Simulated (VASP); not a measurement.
Write the native input for VASP 6.6.1 that does the following.

```
Task                               : single point
Functional                         : r2SCANh
Potentials or basis                : VASP PAW PBE potentials, release 64 (In_d, P)
Cutoff                             : 520 eV
k mesh                             : 6 × 6 × 6
Occupations                        : gaussian, width 0.01 eV
Spin                               : no spin polarisation
Dipole correction                  : no
Grid for exact exchange (PRECFOCK) : Normal
Further INCAR settings             : ALGO = Normal; EDIFF = 1e-07; NBANDS = 16
Share of exact exchange            : 0.1
```

Crystal: InP.

```xyz
2
Lattice="0.0000 2.9538 2.9538 2.9538 0.0000 2.9538 2.9538 2.9538 0.0000" Properties=species:S:1:pos:R:3 pbc="T T T"
In    0.0000    0.0000    0.0000
P     1.4769    1.4769    1.4769
```

One way to write it, as run:

POSCAR

```
InP
1.0
    0.0000000000      2.9537876370      2.9537876370
    2.9537876370      0.0000000000      2.9537876370
    2.9537876370      2.9537876370      0.0000000000
In P
1 1
Direct
    0.0000000000      0.0000000000      0.0000000000
    0.2500000000      0.2500000000      0.2500000000
```

INCAR.step1

```
PREC = Accurate ; ENCUT = 520
EDIFF = 1E-5 ; ISMEAR = 0
SIGMA = 0.01 ; LREAL = False
LASPH = True ; NELM = 60
ALGO = Normal ; ISIF = 2
LWAVE = True ; LCHARG = False
NBANDS = 16 ; GGA = PE
```

INCAR.step2

```
PREC = Accurate ; ENCUT = 520
EDIFF = 1E-7 ; ISMEAR = 0
SIGMA = 0.01 ; LREAL = False
LASPH = True ; NELM = 60
ALGO = Normal ; ISIF = 2
LWAVE = False ; LCHARG = False
METAGGA = R2SCAN ; LHFCALC = True
AEXX = 0.1 ; LMIXTAU = True
PRECFOCK = Normal ; NBANDS = 16
ISTART = 1
```

KPOINTS

```
regular mesh
0
Gamma
  6 6 6
```

Potentials or basis: VASP PAW PBE potentials, release 64 (In_d, P).

The run is started by

```sh
$ cat potpaw_PBE.64/In_d/POTCAR potpaw_PBE.64/P/POTCAR > POTCAR
$ cp INCAR.step1 INCAR
$ mpirun -np 1 vasp_std > vasp.out
$ cp INCAR.step2 INCAR
$ mpirun -np 1 vasp_std > vasp.out
```

Results of the run:

| Quantity | Value |
| --- | --- |
| Pressure | -0.7 GPa |
| Band gap on the k mesh | 1.50 eV |

Caveat: the PAW data sets were made with another functional, which shifts forces and pressure a little; spin-orbit coupling is left out, which moves the levels of the heavy elements.

Wall time 57 min on 1 thread of Intel(R) Xeon(R) Platinum 8259CL CPU @ 2.50GHz (Skylake/Cascade Lake), on a shared host, peak memory 0.21 GiB.
